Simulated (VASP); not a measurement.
Runs of VASP 6.6.1 on B5N. The structure is that of space group P6/mmm (No. 191), or close to it. The cells are those of the table. 

```tsv
task	spin	cell	k mesh	cutoff (eV)	gap on the mesh (eV)	pressure (GPa)	moment (μB)
single point	off	a = 4.037, b = 4.037, c = 2.902 Å, angles 90.0, 90.0, 120.0°, 6 atoms	6 × 6 × 6	520	none	-0.1	-
single point	collinear, ferromagnetic start	a = 4.044, b = 4.044, c = 2.901 Å, angles 90.0, 90.0, 120.0°, 6 atoms	12 × 12 × 14	520	none	-0.1	0.59
single point	off	a = 4.088, b = 4.088, c = 3.330 Å, angles 90.0, 90.0, 120.0°, 6 atoms	6 × 6 × 6	520	none	-30.0	-
relaxation of cell and atoms	off	relaxed from a = 4.088, b = 4.088, c = 3.330 Å, angles 90.0, 90.0, 120.0°, 6 atoms	6 × 6 × 6	600	-	0.0	-
single point	collinear, ferromagnetic start	a = 4.037, b = 4.037, c = 2.902 Å, angles 90.0, 90.0, 120.0°, 6 atoms	6 × 6 × 6	520	none	0.4	0.57
single point	collinear, ferromagnetic start	a = 4.088, b = 4.088, c = 3.330 Å, angles 90.0, 90.0, 120.0°, 6 atoms	6 × 6 × 6	520	none	(b)	(a)
```

Alike in all rows: level PBE; potentials or basis VASP PAW PBE potentials, release 64 (B, N); smearing gaussian 0.1 eV.

Problem. Estimate the missing entries.

Solution. (a) 0.15; (b) -29.9.

Caveats: some runs use coarse meshes; the bands computed are all filled at some k points, so no gap is given (some runs).

A gap of «none» marks levels without a gap at the run's occupations.
